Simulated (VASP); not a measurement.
# BeS (F-43m) in VASP: a series of runs

The runs below take BeS through single point, with PBE+D3(BJ).

All numbers are computed with VASP 6.6.1; they aren't measurements. Logs are shortened: lines on timing, memory, paths and dates and some standing lists are left out, and cuts for length are marked.

### 1 The cell of the first run

It takes space group F-43m (No. 216, cubic). The conventional cell has a = 4.791 Å, b = 4.791 Å, c = 4.791 Å, α = 90.00°, β = 90.00°, γ = 90.00°. Within 2.7 Å of Be (site symmetry -43m) lie 4 S at 2.07 Å. S (site symmetry -43m) has 4 Be at 2.07 Å within 2.7 Å.

### 2 Single point, PBE+D3(BJ) (13.75 Å³/atom)

INCAR

```
PREC = Accurate
ENCUT = 600
EDIFF = 1E-6
ISMEAR = 0
SIGMA = 0.05
LREAL = False
LASPH = True
NELM = 120
ALGO = Normal
ISIF = 2
LWAVE = False
LCHARG = False
GGA = PE
IVDW = 12
NBANDS = 11
GGA_COMPAT = False
```

KPOINTS

```
Automatic mesh
0
Gamma
  8 8 8
```

POSCAR

```
BeS
1.0
    0.0000000000      2.3955097289      2.3955097289
    2.3955097289      0.0000000000      2.3955097289
    2.3955097289      2.3955097289      0.0000000000
Be S
1 1
Direct
    0.0000000000      0.0000000000      0.0000000000
    0.7500000000      0.7500000000      0.7500000000
```

Potentials or basis: VASP PAW PBE potentials, release 64 (Be, S).

The run is started by

```
cat potpaw_PBE.64/Be/POTCAR potpaw_PBE.64/S/POTCAR > POTCAR
mpirun -np 1 vasp_std > vasp.out
```

OUTCAR:

```text
PREC = Accurate
   ENCUT = 600
   EDIFF = 1E-6
   ISMEAR = 0
   LREAL = False
   LASPH = True
   NELM = 120
   ISIF = 2
   GGA = PE
   IVDW = 12
 IVDW          = 12

 ion  position               nearest neighbor table
   1  0.000  0.000  0.000-   2 2.07   2 2.07   2 2.07   2 2.07
   2  0.750  0.750  0.750-   1 2.07   1 2.07   1 2.07   1 2.07

  LATTYP: Found a face centered cubic cell.
 ALAT       =     4.7910194578

  Lattice vectors:

 A1 = (   0.0000000000,   2.3955097289,   2.3955097289)
 A2 = (   2.3955097289,   0.0000000000,   2.3955097289)
 A3 = (   2.3955097289,   2.3955097289,   0.0000000000)

Analysis of symmetry for initial positions (statically):
=====================================================================
 Subroutine PRICEL returns:
 Original cell was already a primitive cell.

 Routine SETGRP: Setting up the symmetry group for a
 face centered cubic supercell.

 Subroutine GETGRP returns: Found 24 space group operations
 (whereof 24 operations were pure point group operations)
 out of a pool of 48 trial point group operations.

The static configuration has the point symmetry T_d .

Analysis of symmetry for dynamics (positions and initial velocities):
=====================================================================
 Subroutine PRICEL returns:
 Original cell was already a primitive cell.

 Routine SETGRP: Setting up the symmetry group for a
 face centered cubic supercell.

 Subroutine GETGRP returns: Found 24 space group operations
 (whereof 24 operations were pure point group operations)
 out of a pool of 48 trial point group operations.

The dynamic configuration has the point symmetry T_d .

 Subroutine INISYM returns: Found 24 space group operations
 (whereof 24 operations are pure point group operations),
 and found     1 'primitive' translations

----------------------------------------------------------------------------------------

                                     Primitive cell

  volume of cell :      27.4931

  direct lattice vectors                    reciprocal lattice vectors
     0.000000000  2.395509729  2.395509729    -0.208723844  0.208723844  0.208723844
     2.395509729  0.000000000  2.395509729     0.208723844 -0.208723844  0.208723844
     2.395509729  2.395509729  0.000000000     0.208723844  0.208723844 -0.208723844

  length of vectors
     3.387762347  3.387762347  3.387762347     0.361520303  0.361520303  0.361520303

  position of ions in fractional coordinates (direct lattice)
     0.000000000  0.000000000  0.000000000
     0.750000000  0.750000000  0.750000000

  ion indices of the primitive-cell ions
   primitive index   ion index
                 1           1
                 2           2

----------------------------------------------------------------------------------------

 KPOINTS: Automatic mesh

Automatic generation of k-mesh.
 Grid dimensions read from file:
 generate k-points for:    8    8    8

 Generating k-lattice:

  Cartesian coordinates                     Fractional coordinates (reciprocal lattice)
    -0.026090481  0.026090481  0.026090481     0.125000000  0.000000000  0.000000000
     0.026090481 -0.026090481  0.026090481     0.000000000  0.125000000  0.000000000
     0.026090481  0.026090481 -0.026090481     0.000000000  0.000000000  0.125000000

  Length of vectors
     0.045190038  0.045190038  0.045190038

  Shift w.r.t. Gamma in fractional coordinates (k-lattice)
     0.000000000  0.000000000  0.000000000

 Subroutine IBZKPT returns following result:
 ===========================================

 Found     29 irreducible k-points:

 Following reciprocal coordinates:
            Coordinates               Weight
  0.000000  0.000000  0.000000      1.000000
  0.125000  0.000000  0.000000      8.000000
  0.250000  0.000000  0.000000      8.000000
  0.375000  0.000000  0.000000      8.000000
  0.500000  0.000000  0.000000      4.000000
  0.125000  0.125000  0.000000      6.000000
[... 16 lines left out ...]
  0.500000  0.250000  0.125000     48.000000
 -0.375000  0.250000  0.125000     24.000000
 [... further k-points ...]
   k-points           NKPTS =     29   k-points in BZ     NKDIM =     29   number of bands    NBANDS=     11
   number of dos      NEDOS =    301   number of ions     NIONS =      2
   total plane-waves  NPLWV =  21952
   dimension x,y,z NGX =    28 NGY =   28 NGZ =   28
   dimension x,y,z NGXF=    56 NGYF=   56 NGZF=   56
   ions per type =               1   1
   NGX,Y,Z   is equivalent  to a cutoff of  13.74, 13.74, 13.74 a.u.
   NGXF,Y,Z  is equivalent  to a cutoff of  27.48, 27.48, 27.48 a.u.
 SYSTEM =  unknown system
   PREC   = accura    normal or accurate (medium, high low for compatibility)
   ISTART =      0    job   : 0-new  1-cont  2-samecut
   ICHARG =      2    charge: 1-file 2-atom 10-const
   ISPIN  =      1    spin polarized calculation?
   LNONCOLLINEAR =      F non collinear calculations
   LSORBIT =      F    spin-orbit coupling
   LASPH  =      T    aspherical Exc in radial PAW
   ENCUT  =  600.0 eV  44.10 Ry    6.64 a.u.   6.77  6.77  6.77*2*pi/ulx,y,z
   NELM   =    120;   NELMIN=  2; NELMDL= -5     # of ELM steps
   EDIFF  = 0.1E-05   stopping-criterion for ELM
   LREAL  =      F    real-space projection
   EDIFFG = 0.1E-04   stopping-criterion for IOM
   NSW    =      0    number of steps for IOM
   IBRION =     -1    ionic relax: 0-MD 1-quasi-New 2-CG
   NFREE  =      0    steps in history (QN), initial steepest desc. (CG)
   ISIF   =      2    stress and relaxation
   ISYM   =      2    0-nonsym 1-usesym 2-fastsym
   POTIM  = 0.5000    time-step for ionic-motion
   TEBEG  =    0.0;   TEEND  =   0.0 temperature during run
   PSTRESS=    0.0 pullay stress
   NELECT =       8.0000    total number of electrons
   NUPDOWN=      -1.0000    fix difference up-down
   EMIN   =  10.00;   EMAX   =-10.00  energy-range for DOS
   EFERMI =   0.00;   METHOD = LEGACY
   ISMEAR =     0;   SIGMA  =   0.05  broadening in eV -4-tet -1-fermi 0-gaus
   EFERMI_NEDOS =   21; number of points for ismear=-14 and -15
   IALGO  =     38    algorithm
   IMIX   =      4    mixing-type and parameters
     AMIX     =   0.40;   BMIX     =  1.00
     AMIX_MAG =   1.60;   BMIX_MAG =  1.00
  volume/ion in A,a.u.               =      13.75        92.77
  Fermi-wavevector in a.u.,A,eV,Ry     =   1.084835  2.050040 16.012238  1.176866
  Thomas-Fermi vector in A             =   2.220934
   LORBIT       =      0    0 simple, 1 ext, 2 COOP (PROOUT), +10 PAW based schemes
   GGA     = PE    functional components
   LHFCALC =     F    Hartree Fock is set to
   AEXX    =    0.0000 exact exchange contribution
   IVDW    =    12    specifies the selected vdW correction
   LEPSILON=     F    determine dielectric tensor
   LRPA    =     F    only Hartree local field effects (RPA)
 non-spin polarized calculation
 Gauss-broadening in eV      SIGMA  =   0.05
  energy-cutoff  :      600.00
  volume of cell :       27.49
 maximum number of plane-waves:       941
   NGX = 13   NGY = 13   NGZ = 13

 number of electron       8.0000001 magnetization

 Free energy of the ion-electron system (eV)
  ---------------------------------------------------
  ext. energy  EPLUGINS =         0.00000000
  ---------------------------------------------------
  free energy    TOTEN  =        -9.98891324 eV

  energy without entropy =       -9.98891324  energy(sigma->0) =       -9.98891324

 E-fermi :   4.7995     XC(G=0):  -9.8835

 val. band max:        4.5621187613   @ k =   0.0000   0.0000   0.0000
 cond. band min:       7.5873957119   @ k =   0.5000   0.5000   0.0000
 fundamental gap:      3.0252769506
 Fermi energy:         4.7994934629

 k-point     1 :       0.0000    0.0000    0.0000
  band No.  band energies     occupation
      1      -9.3832      2.00000
      2       4.5621      2.00000
      3       4.5621      2.00000
      4       4.5621      2.00000
      5      10.2133      0.00000
      6      10.2133      0.00000
      7      10.2133      0.00000
      8      10.7643      0.00000
      9      17.4465      0.00000
     10      17.4465      0.00000
     11      19.7209      0.00000

 k-point     2 :       0.1250    0.0000    0.0000
  band No.  band energies     occupation
      1      -9.1970      2.00000
      2       3.3171      2.00000
      3       4.3506      2.00000
      4       4.3506      2.00000
      5      10.2458      0.00000
      6      10.5872      0.00000
      7      10.5872      0.00000
      8      11.9946      0.00000
      9      16.7390      0.00000
     10      16.7390      0.00000
     11      19.4797      0.00000

 k-point     3 :       0.2500    0.0000    0.0000
  band No.  band energies     occupation
      1      -8.6816      2.00000
      2       1.1329      2.00000
      3       3.9323      2.00000
      4       3.9323      2.00000
      5      10.2277      0.00000
      6      11.1481      0.00000
      7      11.1481      0.00000
      8      14.1207      0.00000
      9      16.5040      0.00000
     10      16.5040      0.00000
     11      19.0195      0.00000

 k-point     4 :       0.3750    0.0000    0.0000
  band No.  band energies     occupation
      1      -8.0195      2.00000
      2      -0.7056      2.00000
      3       3.5978      2.00000
      4       3.5978      2.00000
      5      10.1925      0.00000
      6      11.1985      0.00000
      7      11.1985      0.00000
      8      15.5655      0.00000
      9      17.9203      0.00000
     10      17.9203      0.00000
     11      19.2904      0.00000
[... 239 lines left out ...]
 k-point    22 :       0.3750    0.2500    0.1250
  band No.  band energies     occupation
      1      -8.2588      2.00000
      2       0.9036      2.00000
      3       2.3066      2.00000
      4       3.3849      2.00000
      5      10.1000      0.00000
      6      11.9183      0.00000
      7      12.1807      0.00000
      8      13.2403      0.00000
      9      16.3862      0.00000
     10      19.1964      0.00000
     11      20.7995      0.00000

 k-point    23 :       0.5000    0.2500    0.1250
  band No.  band energies     occupation
      1      -7.6734      2.00000
      2      -0.3226      2.00000
      3       1.7598      2.00000
      4       2.8862      2.00000
      5      10.5740      0.00000
      6      11.4402      0.00000
      7      13.1867      0.00000
      8      13.9742      0.00000
      9      17.4090      0.00000
     10      19.2139      0.00000
     11      21.3531      0.00000

 k-point    24 :      -0.3750    0.2500    0.1250
  band No.  band energies     occupation
      1      -7.3752      2.00000
      2      -0.9140      2.00000
      3       1.6682      2.00000
      4       2.6261      2.00000
      5      10.6409      0.00000
      6      11.2427      0.00000
      7      13.8678      0.00000
      8      15.2507      0.00000
      9      16.1655      0.00000
     10      20.1133      0.00000
     11      20.8459      0.00000

 [... further k-points ...]

------------------------ aborting loop because EDIFF is reached ----------------------------------------

 Edisp (eV)   -0.62647

 E8    (eV) :    -0.2246

  FORCE on cell =-STRESS in cart. coord.  units (eV):
  Direction    XX          YY          ZZ          XY          YZ          ZX
  --------------------------------------------------------------------------------------
  -------------------------------------------------------------------------------------
  Total       0.28236     0.28236     0.28236    -0.00000     0.00000     0.00000
  in kB      16.45462    16.45462    16.45462    -0.00000     0.00000     0.00000
  external pressure =       16.45 kB  Pullay stress =        0.00 kB

 VOLUME and BASIS-vectors are now :
 -----------------------------------------------------------------------------
  energy-cutoff  :      600.00
  volume of cell :       27.49
      direct lattice vectors                 reciprocal lattice vectors
     0.000000000  2.395509729  2.395509729    -0.208723844  0.208723844  0.208723844
     2.395509729  0.000000000  2.395509729     0.208723844 -0.208723844  0.208723844
     2.395509729  2.395509729  0.000000000     0.208723844  0.208723844 -0.208723844

 POSITION                                       TOTAL-FORCE (eV/Angst)
 -----------------------------------------------------------------------------------
      0.00000      0.00000      0.00000         0.000000      0.000000      0.000000
      3.59326      3.59326      3.59326        -0.000000     -0.000000     -0.000000
 -----------------------------------------------------------------------------------
    total drift:                                0.000000      0.000000      0.000000

  FREE ENERGIE OF THE ION-ELECTRON SYSTEM (eV)
  ---------------------------------------------------
  free  energy   TOTEN  =       -10.6153814577 eV

  energy  without entropy=      -10.6153814577  energy(sigma->0) =      -10.61538146
```

Run time: 22 s. Hardware: 1 thread of Intel Xeon 8259CL, shared host; peak memory 0.16 GiB.

What came out:

* Free energy: -10.6154 eV
* Pressure: 1.6 GPa
* Band gap on the k mesh: 3.03 eV (least direct gap 5.65 eV)
* Dispersion energy per atom: -0.313 eV

Caveat: three body term missing. As with any semilocal functional, this PBE gap is likely too small.

[end of part 1 of 2]
